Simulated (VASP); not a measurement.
# La (P6_3/mmc) in VASP: single point with PBE

Aim: the single point of La with PBE.

Program: VASP 6.6.1. These are calculated values, not measurements. Logs are shortened: lines on timing, memory, paths and dates and some standing lists are left out, and cuts for length are marked.

### Step 1. The cell of the first run

It takes space group P6_3/mmc (No. 194, hexagonal). The conventional cell has a = 3.769 Å, b = 3.769 Å, c = 12.077 Å, α = 90.00°, β = 90.00°, γ = 120.00°. Within 4.9 Å of La (site symmetry -3m) lie 12 La at 3.72 to 3.77 Å. Within 4.9 Å of La (site symmetry -6m2) lie 12 La at 3.72 to 3.77 Å.

### Step 2. Single point, PBE

Input file INCAR:

```
SYSTEM = La
PREC = Accurate
ENCUT = 520
EDIFF = 1E-6
ISMEAR = 0
SIGMA = 0.1
LREAL = .FALSE.
LASPH = .TRUE.
NELM = 80
ALGO = Fast
ISIF = 2
LWAVE = .FALSE.
LCHARG = .TRUE.
GGA = PE
LELF = .TRUE.
LVHAR = .TRUE.
NBANDS = 30
```

Input file KPOINTS:

```
Automatic mesh
0
G
  15 15 4
  0 0 0
```

Input file POSCAR:

```
La
1.0
    3.7688155293      0.0000000000      0.0000000000
   -1.8844077647      3.2638899906      0.0000000000
    0.0000000000      0.0000000000     12.0766570526
La
4
Direct
    0.0000000000      0.0000000000      0.0000000000
    0.0000000000      0.0000000000      0.5000000000
    0.3333333333      0.6666666667      0.7500000000
    0.6666666667      0.3333333333      0.2500000000
```

Potentials or basis: VASP PAW PBE potentials, release 64 (La).

The run is started by

```console
$ cat potpaw_PBE.64/La/POTCAR > POTCAR
$ mpirun -np 1 vasp_std > vasp.out
```

OUTCAR:

```text
SYSTEM = La
   PREC = Accurate
   ENCUT = 520
   EDIFF = 1E-6
   ISMEAR = 0
   LREAL = .FALSE.
   LASPH = .TRUE.
   NELM = 80
   ISIF = 2
   GGA = PE

 ion  position               nearest neighbor table
   1  0.000  0.000  0.000-
   2  0.000  0.000  0.500-
   3  0.333  0.667  0.750-
   4  0.667  0.333  0.250-

  LATTYP: Found a hexagonal cell.
 ALAT       =     3.7688155293
 C/A-ratio  =     3.2043640658

  Lattice vectors:

 A1 = (   3.7688155293,   0.0000000000,   0.0000000000)
 A2 = (  -1.8844077647,   3.2638899906,   0.0000000000)
 A3 = (   0.0000000000,   0.0000000000,  12.0766570526)

Analysis of symmetry for initial positions (statically):
=====================================================================
 Subroutine PRICEL returns:
 Original cell was already a primitive cell.

 Routine SETGRP: Setting up the symmetry group for a
 hexagonal supercell.

 Subroutine GETGRP returns: Found 24 space group operations
 (whereof 12 operations were pure point group operations)
 out of a pool of 24 trial point group operations.

The static configuration has the point symmetry D_3d.
 The point group associated with its full space group is D_6h.

Analysis of symmetry for dynamics (positions and initial velocities):
=====================================================================
 Subroutine PRICEL returns:
 Original cell was already a primitive cell.

 Routine SETGRP: Setting up the symmetry group for a
 hexagonal supercell.

 Subroutine GETGRP returns: Found 24 space group operations
 (whereof 12 operations were pure point group operations)
 out of a pool of 24 trial point group operations.

The dynamic configuration has the point symmetry D_3d.
 The point group associated with its full space group is D_6h.

 Subroutine INISYM returns: Found 24 space group operations
 (whereof 12 operations are pure point group operations),
 and found     1 'primitive' translations

----------------------------------------------------------------------------------------

                                     Primitive cell

  volume of cell :     148.5549

  direct lattice vectors                    reciprocal lattice vectors
     3.768815529  0.000000000  0.000000000     0.265335353  0.153191438  0.000000000
    -1.884407765  3.263889991  0.000000000     0.000000000  0.306382875  0.000000000
     0.000000000  0.000000000 12.076657053     0.000000000  0.000000000  0.082804372

  length of vectors
     3.768815529  3.768815529 12.076657053     0.306382875  0.306382875  0.082804372

  position of ions in fractional coordinates (direct lattice)
     0.000000000  0.000000000  0.000000000
     0.000000000  0.000000000  0.500000000
     0.333333333  0.666666667  0.750000000
     0.666666667  0.333333333  0.250000000

  ion indices of the primitive-cell ions
   primitive index   ion index
                 1           1
                 2           2
                 3           3
                 4           4

----------------------------------------------------------------------------------------

 KPOINTS: Automatic mesh

Automatic generation of k-mesh.
 Grid dimensions read from file:
 generate k-points for:   15   15    4

 Generating k-lattice:

  Cartesian coordinates                     Fractional coordinates (reciprocal lattice)
     0.017689024  0.010212763  0.000000000     0.066666667  0.000000000  0.000000000
     0.000000000  0.020425525  0.000000000     0.000000000  0.066666667  0.000000000
     0.000000000  0.000000000  0.020701093     0.000000000  0.000000000  0.250000000

  Length of vectors
     0.020425525  0.020425525  0.020701093

  Shift w.r.t. Gamma in fractional coordinates (k-lattice)
     0.000000000  0.000000000  0.000000000

 Subroutine IBZKPT returns following result:
 ===========================================

 Found     81 irreducible k-points:

 Following reciprocal coordinates:
            Coordinates               Weight
  0.000000  0.000000  0.000000      1.000000
  0.066667 -0.000000  0.000000      6.000000
  0.133333 -0.000000  0.000000      6.000000
  0.200000 -0.000000  0.000000      6.000000
  0.266667 -0.000000  0.000000      6.000000
  0.333333 -0.000000  0.000000      6.000000
[... 16 lines left out ...]
  0.333333  0.200000  0.000000     12.000000
  0.400000  0.200000  0.000000      6.000000
 [... further k-points ...]
   k-points           NKPTS =     81   k-points in BZ     NKDIM =     81   number of bands    NBANDS=     30
   number of dos      NEDOS =    301   number of ions     NIONS =      4
   total plane-waves  NPLWV =  70560
   dimension x,y,z NGX =    28 NGY =   28 NGZ =   90
   dimension x,y,z NGXF=    56 NGYF=   56 NGZF=  180
   ions per type =               4
   NGX,Y,Z   is equivalent  to a cutoff of  12.35, 12.35, 12.39 a.u.
   NGXF,Y,Z  is equivalent  to a cutoff of  24.70, 24.70, 24.78 a.u.
 SYSTEM =  La
   PREC   = accura    normal or accurate (medium, high low for compatibility)
   ISTART =      0    job   : 0-new  1-cont  2-samecut
   ICHARG =      2    charge: 1-file 2-atom 10-const
   ISPIN  =      1    spin polarized calculation?
   LNONCOLLINEAR =      F non collinear calculations
   LSORBIT =      F    spin-orbit coupling
   LASPH  =      T    aspherical Exc in radial PAW
   ENCUT  =  520.0 eV  38.22 Ry    6.18 a.u.   7.01  7.01 22.45*2*pi/ulx,y,z
   NELM   =     80;   NELMIN=  2; NELMDL= -5     # of ELM steps
   EDIFF  = 0.1E-05   stopping-criterion for ELM
   LREAL  =      F    real-space projection
   EDIFFG = 0.1E-04   stopping-criterion for IOM
   NSW    =      0    number of steps for IOM
   IBRION =     -1    ionic relax: 0-MD 1-quasi-New 2-CG
   NFREE  =      0    steps in history (QN), initial steepest desc. (CG)
   ISIF   =      2    stress and relaxation
   ISYM   =      2    0-nonsym 1-usesym 2-fastsym
   POTIM  = 0.5000    time-step for ionic-motion
   TEBEG  =    0.0;   TEEND  =   0.0 temperature during run
   PSTRESS=    0.0 pullay stress
   NELECT =      44.0000    total number of electrons
   NUPDOWN=      -1.0000    fix difference up-down
   EMIN   =  10.00;   EMAX   =-10.00  energy-range for DOS
   EFERMI =   0.00;   METHOD = LEGACY
   ISMEAR =     0;   SIGMA  =   0.10  broadening in eV -4-tet -1-fermi 0-gaus
   EFERMI_NEDOS =   21; number of points for ismear=-14 and -15
   IALGO  =     68    algorithm
   IMIX   =      4    mixing-type and parameters
     AMIX     =   0.40;   BMIX     =  1.00
     AMIX_MAG =   1.60;   BMIX_MAG =  1.00
  volume/ion in A,a.u.               =      37.14       250.62
  Fermi-wavevector in a.u.,A,eV,Ry     =   1.091264  2.062191 16.202609  1.190858
  Thomas-Fermi vector in A             =   2.227506
   LORBIT       =      0    0 simple, 1 ext, 2 COOP (PROOUT), +10 PAW based schemes
   GGA     = PE    functional components
   LHFCALC =     F    Hartree Fock is set to
   AEXX    =    0.0000 exact exchange contribution
   IVDW    =     0    specifies the selected vdW correction
   LEPSILON=     F    determine dielectric tensor
   LRPA    =     F    only Hartree local field effects (RPA)
 non-spin polarized calculation
 RMM-DIIS sequential band-by-band and
 Gauss-broadening in eV      SIGMA  =   0.10
  energy-cutoff  :      520.00
  volume of cell :      148.55
 maximum number of plane-waves:      4024
 NGX is ok and might be reduce to    28
   NGX = 13   NGY = 13   NGZ = 45

 number of electron      43.9999997 magnetization

 Free energy of the ion-electron system (eV)
  ---------------------------------------------------
  ext. energy  EPLUGINS =         0.00000000
  ---------------------------------------------------
  free energy    TOTEN  =       -19.55778554 eV

  energy without entropy =      -19.52408881  energy(sigma->0) =      -19.54093717

 E-fermi :   7.8800     XC(G=0):  -9.5610

 val. band max:        7.8778949448   @ k =   0.3333   0.3333   0.0000
 cond. band min:       7.8811398046   @ k =   0.2667   0.2000   0.2500
 fundamental gap:      0.0032448598
 Fermi energy:         7.8799530046

 k-point     1 :       0.0000    0.0000    0.0000
  band No.  band energies     occupation
      1     -25.0061      2.00000
      2     -24.9031      2.00000
      3     -24.9023      2.00000
      4     -24.7958      2.00000
      5      -9.4076      2.00000
      6      -8.7396      2.00000
[... 22 lines left out ...]
     29       9.5424      0.00000
     30       9.6074      0.00000

 k-point     2 :       0.0667   -0.0000    0.0000
  band No.  band energies     occupation
      1     -24.9990      2.00000
      2     -24.8979      2.00000
      3     -24.8971      2.00000
      4     -24.7927      2.00000
      5      -9.3890      2.00000
      6      -8.7459      2.00000
[... 22 lines left out ...]
     29       9.5207      0.00000
     30       9.6223      0.00000

 k-point     3 :       0.1333   -0.0000    0.0000
  band No.  band energies     occupation
      1     -24.9787      2.00000
      2     -24.8832      2.00000
      3     -24.8825      2.00000
      4     -24.7840      2.00000
      5      -9.3348      2.00000
      6      -8.7732      2.00000
[... 22 lines left out ...]
     29       9.4821      0.00000
     30       9.5419      0.00000

 k-point     4 :       0.2000   -0.0000    0.0000
  band No.  band energies     occupation
      1     -24.9479      2.00000
      2     -24.8614      2.00000
      3     -24.8607      2.00000
      4     -24.7718      2.00000
      5      -9.2503      2.00000
      6      -8.8466      2.00000
[... 22 lines left out ...]
     29       9.5239      0.00000
     30       9.5306      0.00000

 k-point     5 :       0.2667   -0.0000    0.0000
  band No.  band energies     occupation
      1     -24.9106      2.00000
      2     -24.8362      2.00000
      3     -24.8355      2.00000
      4     -24.7594      2.00000
      5      -9.1521      2.00000
      6      -8.9811      2.00000
[... 22 lines left out ...]
     29       9.2972      0.00000
     30       9.5261      0.00000
[... 526 lines left out ...]
     29       9.1171      0.00000
     30       9.7388      0.00000

 k-point    22 :       0.2667    0.2000    0.0000
  band No.  band energies     occupation
      1     -24.8301      2.00000
      2     -24.7878      2.00000
      3     -24.7873      2.00000
      4     -24.7448      2.00000
      5      -9.1603      2.00000
      6      -9.1427      2.00000
[... 22 lines left out ...]
     29       9.1021      0.00000
     30       9.3584      0.00000

 k-point    23 :       0.3333    0.2000    0.0000
  band No.  band energies     occupation
      1     -24.8039      2.00000
      2     -24.7755      2.00000
      3     -24.7751      2.00000
      4     -24.7467      2.00000
      5      -9.2170      2.00000
      6      -9.1881      2.00000
[... 22 lines left out ...]
     29       9.3324      0.00000
     30       9.6877      0.00000

 k-point    24 :       0.4000    0.2000    0.0000
  band No.  band energies     occupation
      1     -24.7924      2.00000
      2     -24.7711      2.00000
      3     -24.7707      2.00000
      4     -24.7494      2.00000
      5      -9.2385      2.00000
      6      -9.2036      2.00000
[... 22 lines left out ...]
     29       9.6180      0.00000
     30       9.6383      0.00000

 [... further k-points ...]

------------------------ aborting loop because EDIFF is reached ----------------------------------------

  FORCE on cell =-STRESS in cart. coord.  units (eV):
  Direction    XX          YY          ZZ          XY          YZ          ZX
  --------------------------------------------------------------------------------------
  -------------------------------------------------------------------------------------
  Total        0.0609345      0.0609345      0.0589675     -0.0000000      0.0000000      0.0000000
  in kB        0.6571833      0.6571833      0.6359698     -0.0000000      0.0000000      0.0000000
  external PRESSURE =       0.6501121 kB  Pullay stress =       0.0000000 kB

 VOLUME and BASIS-vectors are now :
 -----------------------------------------------------------------------------
  energy-cutoff  :      520.00
  volume of cell :      148.55
      direct lattice vectors                 reciprocal lattice vectors
     3.768815529  0.000000000  0.000000000     0.265335353  0.153191438  0.000000000
    -1.884407765  3.263889991  0.000000000     0.000000000  0.306382875  0.000000000
     0.000000000  0.000000000 12.076657053     0.000000000  0.000000000  0.082804372

 POSITION                                       TOTAL-FORCE (eV/Angst)
 -----------------------------------------------------------------------------------
      0.00000      0.00000      0.00000        -0.000000      0.000000     -0.000000
      0.00000      0.00000      6.03833        -0.000000      0.000000     -0.000000
     -0.00000      2.17593      9.05749         0.000000      0.000000      0.000000
      1.88441      1.08796      3.01916        -0.000000     -0.000000      0.000000
 -----------------------------------------------------------------------------------
    total drift:                               -0.000000      0.000000      0.000000

  FREE ENERGIE OF THE ION-ELECTRON SYSTEM (eV)
  ---------------------------------------------------
  free  energy   TOTEN  =       -19.5577855351 eV

  energy  without entropy=      -19.5240888072  energy(sigma->0) =      -19.54093717
```

Wall time 30 min (1 thread of AMD EPYC 7R43 (Zen 3), shared host); peak memory 0.44 GiB.

What came out:

```
Free energy            : -19.5578 eV
Pressure               : 0.1 GPa
Band gap on the k mesh : zero (band 22 reaches 8.73 eV, above the bottom of band 23 at 7.64 eV)
```

Caveat: spin-orbit coupling is left out, which moves the levels of the heavy elements.
